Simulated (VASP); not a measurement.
# Mo (P6_3/mmc) in VASP: further runs

The runs below take Mo through single point, with PBE.

All numbers are computed with VASP 6.6.1; they aren't measurements. Logs are shortened: lines on timing, memory, paths and dates and some standing lists are left out, and cuts for length are marked.

**1. The cell of the first run**

It takes space group P6_3/mmc (No. 194, hexagonal). The conventional cell has a = 2.642 Å, b = 2.642 Å, c = 4.449 Å, α = 90.00°, β = 90.00°, γ = 120.00°. Mo (site symmetry -6m2) has 12 Mo at 2.64 to 2.70 Å within 3.5 Å.

**2. Single point, PBE**

Input file INCAR:

```
SYSTEM = Mo
ALGO = Normal ; EDIFF = 1E-6
ENCUT = 500 ; GGA = PE
GGA_COMPAT = .False. ; ISIF = 2
ISMEAR = -1 ; LASPH = .True.
LCHARG = .True. ; LELF = .True.
LREAL = .False. ; LVHAR = .True.
LWAVE = .False. ; NBANDS = 21
NELM = 120 ; PREC = Accurate
SIGMA = 0.1
```

Input file KPOINTS:

```
k-points
0
Gamma
  10 10 6
  0 0 0
```

Input file POSCAR:

```
Mo
1.0
    2.6419863460      0.0000000000      0.0000000000
   -1.3209931730      2.2880272921      0.0000000000
    0.0000000000      0.0000000000      4.4488228957
Mo
2
Direct
    0.3333333333      0.6666666667      0.2500000000
    0.6666666667      0.3333333333      0.7500000000
```

Potentials or basis: VASP PAW PBE potentials, release 64 (Mo_sv).

On the command line:

```bash
$ cat potpaw_PBE.64/Mo_sv/POTCAR > POTCAR
$ mpirun -np 1 vasp_std > vasp.out
```

OUTCAR:

```text
SYSTEM = Mo
   EDIFF = 1E-6
   ENCUT = 500
   GGA = PE
   ISIF = 2
   ISMEAR = -1
   LASPH = .True.
   LREAL = .False.
   NELM = 120
   PREC = Accurate

 ion  position               nearest neighbor table
   1  0.333  0.667  0.250-   2 2.70   2 2.70   2 2.70   2 2.70   2 2.70   2 2.70
   2  0.667  0.333  0.750-   1 2.70   1 2.70   1 2.70   1 2.70   1 2.70   1 2.70

  LATTYP: Found a hexagonal cell.
 ALAT       =     2.6419863460
 C/A-ratio  =     1.6838932201

  Lattice vectors:

 A1 = (   2.6419863460,   0.0000000000,   0.0000000000)
 A2 = (  -1.3209931730,   2.2880272921,   0.0000000000)
 A3 = (   0.0000000000,   0.0000000000,   4.4488228957)

Analysis of symmetry for initial positions (statically):
=====================================================================
 Subroutine PRICEL returns:
 Original cell was already a primitive cell.

 Routine SETGRP: Setting up the symmetry group for a
 hexagonal supercell.

 Subroutine GETGRP returns: Found 24 space group operations
 (whereof 12 operations were pure point group operations)
 out of a pool of 24 trial point group operations.

The static configuration has the point symmetry D_3d.
 The point group associated with its full space group is D_6h.

Analysis of symmetry for dynamics (positions and initial velocities):
=====================================================================
 Subroutine PRICEL returns:
 Original cell was already a primitive cell.

 Routine SETGRP: Setting up the symmetry group for a
 hexagonal supercell.

 Subroutine GETGRP returns: Found 24 space group operations
 (whereof 12 operations were pure point group operations)
 out of a pool of 24 trial point group operations.

The dynamic configuration has the point symmetry D_3d.
 The point group associated with its full space group is D_6h.

 Subroutine INISYM returns: Found 24 space group operations
 (whereof 12 operations are pure point group operations),
 and found     1 'primitive' translations

----------------------------------------------------------------------------------------

                                     Primitive cell

  volume of cell :      26.8929

  direct lattice vectors                    reciprocal lattice vectors
     2.641986346  0.000000000  0.000000000     0.378503092  0.218528862  0.000000000
    -1.320993173  2.288027292  0.000000000     0.000000000  0.437057724  0.000000000
     0.000000000  0.000000000  4.448822896     0.000000000  0.000000000  0.224778559

[... 73 lines left out ...]
 SYSTEM =  Mo
   PREC   = accura    normal or accurate (medium, high low for compatibility)
   ISTART =      0    job   : 0-new  1-cont  2-samecut
   ICHARG =      2    charge: 1-file 2-atom 10-const
   ISPIN  =      1    spin polarized calculation?
   LNONCOLLINEAR =      F non collinear calculations
   LSORBIT =      F    spin-orbit coupling
   LASPH  =      T    aspherical Exc in radial PAW
   ENCUT  =  500.0 eV  36.75 Ry    6.06 a.u.   4.82  4.82  8.11*2*pi/ulx,y,z
   NELM   =    120;   NELMIN=  2; NELMDL= -5     # of ELM steps
   EDIFF  = 0.1E-05   stopping-criterion for ELM
   LREAL  =      F    real-space projection
   EDIFFG = 0.1E-04   stopping-criterion for IOM
   NSW    =      0    number of steps for IOM
   IBRION =     -1    ionic relax: 0-MD 1-quasi-New 2-CG
   NFREE  =      0    steps in history (QN), initial steepest desc. (CG)
   ISIF   =      2    stress and relaxation
   ISYM   =      2    0-nonsym 1-usesym 2-fastsym
   POTIM  = 0.5000    time-step for ionic-motion
   TEBEG  =    0.0;   TEEND  =   0.0 temperature during run
   PSTRESS=    0.0 pullay stress
   NELECT =      28.0000    total number of electrons
   NUPDOWN=      -1.0000    fix difference up-down
   EMIN   =  10.00;   EMAX   =-10.00  energy-range for DOS
   EFERMI =   0.00;   METHOD = LEGACY
   ISMEAR =    -1;   SIGMA  =   0.10  broadening in eV -4-tet -1-fermi 0-gaus
   EFERMI_NEDOS =   21; number of points for ismear=-14 and -15
   IALGO  =     38    algorithm
   IMIX   =      4    mixing-type and parameters
     AMIX     =   0.40;   BMIX     =  1.00
     AMIX_MAG =   1.60;   BMIX_MAG =  1.00
  volume/ion in A,a.u.               =      13.45        90.74
  Fermi-wavevector in a.u.,A,eV,Ry     =   1.659263  3.135552 37.458927  2.753153
  Thomas-Fermi vector in A             =   2.746702
   LORBIT       =      0    0 simple, 1 ext, 2 COOP (PROOUT), +10 PAW based schemes
   GGA     = PE    functional components
   LHFCALC =     F    Hartree Fock is set to
   AEXX    =    0.0000 exact exchange contribution
   IVDW    =     0    specifies the selected vdW correction
   LEPSILON=     F    determine dielectric tensor
   LRPA    =     F    only Hartree local field effects (RPA)
 non-spin polarized calculation
  energy-cutoff  :      500.00
  volume of cell :       26.89
 maximum number of plane-waves:       701
 NGX is ok and might be reduce to    20
   NGX =  9   NGY =  9   NGZ = 17

 number of electron      28.0000000 magnetization

 Free energy of the ion-electron system (eV)
  ---------------------------------------------------
  ext. energy  EPLUGINS =         0.00000000
  ---------------------------------------------------
  free energy    TOTEN  =       -20.13826598 eV

  energy without entropy =      -20.04610304  energy(sigma->0) =      -20.09218451

 E-fermi :  14.8001     XC(G=0): -14.2371

 val. band max:       14.7997024767   @ k =   0.1000   0.0000   0.1667
 cond. band min:      14.8021155149   @ k =   0.4000   0.1000   0.0000
 fundamental gap:      0.0024130382
 Fermi energy:        14.8000673699

 k-point     1 :       0.0000    0.0000    0.0000
  band No.  band energies     occupation
      1     -46.0299      2.00000
      2     -45.6253      2.00000
      3     -21.0648      2.00000
      4     -19.0679      2.00000
      5     -19.0679      2.00000
      6     -18.9532      2.00000
[... 565 lines left out ...]
     20      24.5889      0.00000
     21      27.9377      0.00000

 [... further k-points ...]
[... 5 lines left out ...]
  --------------------------------------------------------------------------------------
  -------------------------------------------------------------------------------------
  Total       10.2502282     10.2502282     10.2282204     -0.0000000      0.0000000      0.0000000
  in kB      610.6709077    610.6709078    609.3597659     -0.0000000      0.0000000      0.0000000
  external PRESSURE =     610.2338605 kB  Pullay stress =       0.0000000 kB

 VOLUME and BASIS-vectors are now :
 -----------------------------------------------------------------------------
  energy-cutoff  :      500.00
  volume of cell :       26.89
      direct lattice vectors                 reciprocal lattice vectors
     2.641986346  0.000000000  0.000000000     0.378503092  0.218528862  0.000000000
    -1.320993173  2.288027292  0.000000000     0.000000000  0.437057724  0.000000000
     0.000000000  0.000000000  4.448822896     0.000000000  0.000000000  0.224778559

 POSITION                                       TOTAL-FORCE (eV/Angst)
 -----------------------------------------------------------------------------------
     -0.00000      1.52535      1.11221        -0.000000      0.000000      0.000000
      1.32099      0.76268      3.33662         0.000000     -0.000000      0.000000
 -----------------------------------------------------------------------------------
    total drift:                               -0.000000      0.000000     -0.000000

  FREE ENERGIE OF THE ION-ELECTRON SYSTEM (eV)
  ---------------------------------------------------
  free  energy   TOTEN  =       -20.1382659828 eV

  energy  without entropy=      -20.0461030412  energy(sigma->0) =      -20.09218451
```

OSZICAR:

```text
N       E                     dE             d eps       ncg     rms          rms(c)
DAV:   1     0.292103807843E+03    0.29210E+03   -0.17723E+04  2368   0.140E+03
DAV:   2    -0.148332626964E+02   -0.30694E+03   -0.29915E+03  2657   0.445E+02
DAV:   3    -0.210072191041E+02   -0.61740E+01   -0.60982E+01  2698   0.654E+01
DAV:   4    -0.210370515945E+02   -0.29832E-01   -0.29768E-01  2602   0.464E+00
DAV:   5    -0.210372456625E+02   -0.19407E-03   -0.19407E-03  2735   0.360E-01    0.283E+01
DAV:   6    -0.202790390789E+02    0.75821E+00   -0.12385E+00  2547   0.103E+01    0.106E+01
DAV:   7    -0.201442532559E+02    0.13479E+00   -0.38498E-01  2667   0.535E+00    0.101E+00
DAV:   8    -0.201381704062E+02    0.60828E-02   -0.81428E-03  2452   0.925E-01    0.151E-01
DAV:   9    -0.201382482261E+02   -0.77820E-04   -0.13446E-04  2819   0.116E-01    0.803E-02
DAV:  10    -0.201382650625E+02   -0.16836E-04   -0.18412E-05  2597   0.409E-02    0.412E-03
DAV:  11    -0.201382659828E+02   -0.92033E-06   -0.37790E-07  1546   0.554E-03
   1 F= -.20138266E+02 E0= -.20092185E+02  d E =-.921629E-01
```

stdout:

```text
POSCAR found type information on POSCAR Mo
 POSCAR found :  1 types and       2 ions
 scaLAPACK will be used
 LDA part: xc-table for (Slater+PW92), standard interpolation
 POSCAR, INCAR and KPOINTS ok, starting setup
 FFT: planning ... GRIDC
 FFT: planning ... GRID_SOFT
 FFT: planning ... GRID
 WAVECAR not read
 entering main loop
```

It took 10 s on 1 thread of Intel Xeon 6975P-C (Granite Rapids), shared host; peak memory 0.15 GiB.

Results:

| Property | Result |
| --- | --- |
| Free energy | -20.1383 eV |
| Pressure | 61.0 GPa |
| Band gap on the k mesh | zero (band 14 reaches 16.05 eV, above the bottom of band 15 at 13.75 eV) |

Levels at points of the mesh, in eV from the Fermi level:
```
           k point  band 10  band 11  band 12  band 13  band 14  band 15  band 16  band 17  band 18  band 19
(0.00, 0.00, 0.00)    -5.60    -1.60    -1.02    -1.02    -0.21    -0.21     1.24     1.24     1.89     4.17
(0.50, 0.00, 0.00)    -5.17    -4.73    -1.11    -0.96    -0.05     0.00     5.02     5.22     5.67     7.48
(0.00, 0.00, 0.50)    -5.36    -1.78    -1.78    -1.05    -1.05    -1.05    -1.05     3.36     3.36     3.36
(0.50, 0.00, 0.50)    -5.73    -4.00    -4.00     1.23     1.23     2.44     2.44     5.47     5.47     6.07
```

**3. Single point, PBE**

This run uses another cell than the first one, of 14.13 Å³/atom, 1.051 times its volume.

Input file INCAR:

```
PREC = Accurate ; ENCUT = 500
EDIFF = 1E-6 ; ISMEAR = -1
SIGMA = 0.1 ; LREAL = F
LASPH = T ; NELM = 120
ALGO = Normal ; ISIF = 2
LWAVE = F ; LCHARG = T
GGA = PE ; LELF = T
LVHAR = T ; NBANDS = 21
GGA_COMPAT = F
```

Input file KPOINTS:

```
regular mesh
0
Gamma
  10 10 6
```

Input file POSCAR:

```
Mo
1.0
    2.6671805114      0.0000000000      0.0000000000
   -1.3335902557      2.3098460793      0.0000000000
    0.0000000000      0.0000000000      4.5876972999
Mo
2
Direct
    0.3333333333      0.6666666667      0.2500000000
    0.6666666667      0.3333333333      0.7500000000
```

Potentials or basis: VASP PAW PBE potentials, release 64 (Mo_sv).

On the command line:

```bash
$ cat potpaw_PBE.64/Mo_sv/POTCAR > POTCAR
$ mpirun -np 1 vasp_std > vasp.out
```

Run time: 11 s. Hardware: 1 thread of Intel Xeon 6975P-C (Granite Rapids), shared host; peak memory 0.15 GiB.

The run converged. Its results:

```
Free energy            : -20.5716 eV
Pressure               : 40.8 GPa
Band gap on the k mesh : zero (band 14 reaches 15.24 eV, above the bottom of band 15 at 13.05 eV)
```

Stress tensor (GPa, compression positive):
```
40.87  0.00  0.00
 0.00 40.87  0.00
 0.00  0.00 40.73
```

Levels at points of the mesh, in eV from the Fermi level:
```tsv
k point	band 10	band 11	band 12	band 13	band 14	band 15	band 16	band 17	band 18	band 19
(0.00, 0.00, 0.00)	-5.32	-1.72	-0.90	-0.90	-0.21	-0.21	1.37	1.37	1.39	3.94
(0.50, 0.00, 0.00)	-4.90	-4.58	-1.11	-0.84	-0.16	-0.11	4.56	5.04	5.41	6.99
(0.00, 0.00, 0.50)	-5.32	-1.90	-1.90	-0.89	-0.89	-0.89	-0.89	3.17	3.17	3.17
(0.50, 0.00, 0.50)	-5.44	-3.82	-3.82	1.26	1.26	2.22	2.22	5.25	5.25	5.62
```

**4. Single point, PBE**

This run uses another cell than the first one, of 14.98 Å³/atom, 1.114 times its volume.

Input file INCAR:

```
SYSTEM = Mo
PREC = Accurate ; ENCUT = 500
EDIFF = 1E-6 ; ISMEAR = -1
SIGMA = 0.1 ; LREAL = .False.
LASPH = .True. ; NELM = 120
ALGO = Normal ; ISIF = 2
LWAVE = .False. ; LCHARG = .False.
GGA = PE ; NBANDS = 21
GGA_COMPAT = .False.
```

Input file KPOINTS:

```
regular mesh
0
Gamma
  10 10 6
  0 0 0
```

Input file POSCAR:

```
Mo
1.0
    2.7070129747      0.0000000000      0.0000000000
   -1.3535064874      2.3443420045      0.0000000000
    0.0000000000      0.0000000000      4.7206493589
Mo
2
Direct
    0.3333333333      0.6666666667      0.2500000000
    0.6666666667      0.3333333333      0.7500000000
```

Potentials or basis: VASP PAW PBE potentials, release 64 (Mo_sv).

On the command line:

```bash
$ cat potpaw_PBE.64/Mo_sv/POTCAR > POTCAR
$ mpirun -np 1 vasp_std > vasp.out
```

OUTCAR:

```text
SYSTEM = Mo
   PREC = Accurate
   ENCUT = 500
   EDIFF = 1E-6
   ISMEAR = -1
   LREAL = .False.
   LASPH = .True.
   NELM = 120
   ISIF = 2
   GGA = PE

 ion  position               nearest neighbor table
   1  0.333  0.667  0.250-   2 2.83   2 2.83   2 2.83   2 2.83   2 2.83   2 2.83
   2  0.667  0.333  0.750-   1 2.83   1 2.83   1 2.83   1 2.83   1 2.83   1 2.83

  LATTYP: Found a hexagonal cell.
 ALAT       =     2.7070129747
 C/A-ratio  =     1.7438591551

  Lattice vectors:

 A1 = (   2.7070129747,   0.0000000000,   0.0000000000)
 A2 = (  -1.3535064874,   2.3443420045,   0.0000000000)
 A3 = (   0.0000000000,   0.0000000000,   4.7206493589)

Analysis of symmetry for initial positions (statically):
=====================================================================
 Subroutine PRICEL returns:
 Original cell was already a primitive cell.

 Routine SETGRP: Setting up the symmetry group for a
 hexagonal supercell.

 Subroutine GETGRP returns: Found 24 space group operations
 (whereof 12 operations were pure point group operations)
 out of a pool of 24 trial point group operations.

The static configuration has the point symmetry D_3d.
[... 160 lines left out ...]

  energy without entropy =      -20.80534314  energy(sigma->0) =      -20.84906151

 E-fermi :  12.9688     XC(G=0): -13.6108

 val. band max:       12.9596889076   @ k =   0.3000   0.0000   0.1667
 cond. band min:      13.0065600881   @ k =   0.2000  -0.0000   0.0000
 fundamental gap:      0.0468711805
 Fermi energy:        12.9687929343

 k-point     1 :       0.0000    0.0000    0.0000
  band No.  band energies     occupation
      1     -47.8587      2.00000
      2     -47.6309      2.00000
      3     -22.5732      2.00000
      4     -21.1840      2.00000
      5     -21.0971      2.00000
      6     -21.0971      2.00000
[... 565 lines left out ...]
     20      21.5775      0.00000
     21      24.9549      0.00000

 [... further k-points ...]

------------------------ aborting loop because EDIFF is reached ----------------------------------------

  FORCE on cell =-STRESS in cart. coord.  units (eV):
  Direction    XX          YY          ZZ          XY          YZ          ZX
  --------------------------------------------------------------------------------------
  -------------------------------------------------------------------------------------
  Total        3.8681394      3.8681394      3.8495617     -0.0000000      0.0000000      0.0000000
  in kB      206.8710158    206.8710158    205.8774652     -0.0000000      0.0000000      0.0000000
  external PRESSURE =     206.5398323 kB  Pullay stress =       0.0000000 kB

 VOLUME and BASIS-vectors are now :
 -----------------------------------------------------------------------------
  energy-cutoff  :      500.00
  volume of cell :       29.96
      direct lattice vectors                 reciprocal lattice vectors
     2.707012975  0.000000000  0.000000000     0.369410863  0.213279461  0.000000000
    -1.353506487  2.344342005  0.000000000     0.000000000  0.426558923  0.000000000
     0.000000000  0.000000000  4.720649359     0.000000000  0.000000000  0.211835263

 POSITION                                       TOTAL-FORCE (eV/Angst)
 -----------------------------------------------------------------------------------
     -0.00000      1.56289      1.18016        -0.000000     -0.000000      0.000000
      1.35351      0.78145      3.54049         0.000000      0.000000      0.000000
 -----------------------------------------------------------------------------------
    total drift:                                0.000000     -0.000000      0.000000

  FREE ENERGIE OF THE ION-ELECTRON SYSTEM (eV)
  ---------------------------------------------------
  free  energy   TOTEN  =       -20.8927798756 eV

  energy  without entropy=      -20.8053431399  energy(sigma->0) =      -20.84906151
```

Run time: 12 s. Hardware: 1 thread of Intel Xeon 6975P-C (Granite Rapids), shared host; peak memory 0.15 GiB.

Results:

* Free energy: -20.8928 eV
* Pressure: 20.7 GPa
* Band gap on the k mesh: zero (band 14 reaches 14.26 eV, above the bottom of band 15 at 12.22 eV)

Stress tensor (GPa, compression positive):
```
20.69  0.00  0.00
 0.00 20.69  0.00
 0.00  0.00 20.59
```

Levels at points of the mesh, in eV from the Fermi level:
| k point | band 11 | band 12 | band 13 | band 14 | band 15 | band 16 | band 17 | band 18 |
| --- | --- | --- | --- | --- | --- | --- | --- | --- |
| (0.00, 0.00, 0.00) | -1.71 | -0.77 | -0.77 | -0.17 | -0.17 | 1.01 | 1.42 | 1.42 |
| (0.50, 0.00, 0.00) | -4.35 | -1.14 | -0.62 | -0.23 | -0.17 | 4.14 | 4.77 | 5.08 |
| (0.00, 0.00, 0.50) | -1.90 | -1.90 | -0.75 | -0.75 | -0.75 | -0.75 | 2.95 | 2.95 |
| (0.50, 0.00, 0.50) | -3.56 | -3.56 | 1.26 | 1.26 | 2.00 | 2.00 | 4.94 | 4.94 |

(Continued in part 2 of 2.)
